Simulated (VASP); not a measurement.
The system is TiPt3.

```
CELL_PARAMETERS angstrom
3.89700 0.00000 0.00000
0.00000 3.89700 0.00000
0.00000 0.00000 3.89700
ATOMIC_POSITIONS crystal
Pt 0.50000 0.50000 0.00000
Pt 0.50000 0.00000 0.50000
Pt 0.00000 0.50000 0.50000
Ti 0.00000 0.00000 0.00000
```

Base run:

```yaml
Program: VASP 6.6.1
Functional: PBEsol
Potentials_or_basis: VASP PAW PBE potentials, release 64 (Pt, Ti_sv)
Cutoff: 520 eV
k_mesh: 7 × 7 × 7
Occupations: fermi-dirac, width 0.05 eV
Spin: no spin polarisation
```

Its results: band gap on the k mesh zero (band 21 reaches 13.12 eV, above the bottom of band 22 at 11.60 eV); pressure 0.2 GPa.

Problem. The run is repeated on the same cell with these changes: functional from PBEsol to PBE; further incar settings from ALGO = Normal; EDIFF = 1e-07; NBANDS = 29 to ALGO = Fast; EDIFF = 1e-07; NBANDS = 29. What comes out?

Solution. Band gap on the k mesh zero (band 21 reaches 13.27 eV, above the bottom of band 22 at 11.76 eV); pressure 9.7 GPa.

Caveats: spin-orbit coupling is left out, which moves the levels of the heavy elements; the PAW data sets were made with another functional, which shifts forces and pressure a little (some runs).
